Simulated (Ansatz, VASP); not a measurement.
## One calculation of HgTe, two programs

INCAR

```
SYSTEM = HgTe
ALGO     = Normal         ! electronic algorithm
EDIFF    = 1E-8           ! SCF threshold, eV
ENCUT    = 520            ! plane-wave cutoff, eV
GGA      = PE             ! functional
ISIF     = 2              ! what is computed and relaxed
ISMEAR   = -1             ! smearing method
LASPH    = .TRUE.         ! aspherical terms in the spheres
LCHARG   = .FALSE.        ! write CHGCAR
LEFG     = .TRUE.       
LREAL    = .FALSE.        ! projectors in reciprocal space
LWAVE    = .FALSE.        ! write WAVECAR
NBANDS   = 16             ! bands
NELM     = 80             ! most SCF steps
PREC     = Accurate       ! precision mode
SIGMA    = 0.03           ! smearing width, eV
```

The input KPOINTS:

```
k-points
0
G
  11 11 11
  0 0 0
```

The input POSCAR:

```
HgTe
1.0
    0.0000000000      3.1688538499      3.1688538499
    3.1688538499      0.0000000000      3.1688538499
    3.1688538499      3.1688538499      0.0000000000
Hg Te
1 1
Direct
    0.0000000000      0.0000000000      0.0000000000
    0.7500000000      0.7500000000      0.7500000000
```

Input for Ansatz:

```yaml
crystal:
  lattice:
    - [0.0, 3.1688538499, 3.1688538499]
    - [3.1688538499, 0.0, 3.1688538499]
    - [3.1688538499, 3.1688538499, 0.0]
  atoms:
    - { symbol: Hg, position: [0.0, 0.0, 0.0] }
    - { symbol: Te, position: [0.75, 0.75, 0.75] }
kpoints:
  mp_grid: { grid: [11, 11, 11] }
scf:
  occupations: { method: fermi_dirac, width: 0.03 }
hamiltonian:
  xc: pbe
  pseudopotentials: { kind: paw }
output:
  forces: true
  stress: true
  eigenvalues: true
  efg: { contact_densities: true }
```

Change from the starting cell: volume scaled by 0.95, PAW files.

Alike in both runs: task electric field gradients; functional PBE; k mesh 11 × 11 × 11; occupations fermi-dirac, width 0.03 eV; no spin polarisation.

```csv
,VASP,Ansatz
version,VASP 6.6.1,Ansatz 0.2.0
potentials or method,"VASP PAW PBE potentials, release 64 (Hg, Te)","PAW with Ansatz's default frozen-core files, scalar-relativistic"
plane-wave cutoff (eV),520,420
valence electrons in the cell,18,36
```

|  | VASP | Ansatz | Ansatz less VASP |
| --- | --- | --- | --- |
| pressure (GPa) | 7.3 | 7.2 | -0.11 |

VASP's potentials hold 18 valence electrons a cell and Ansatz's 36, so a difference there can come from the potentials and not from the codes.

Neither program's run includes spin-orbit coupling.
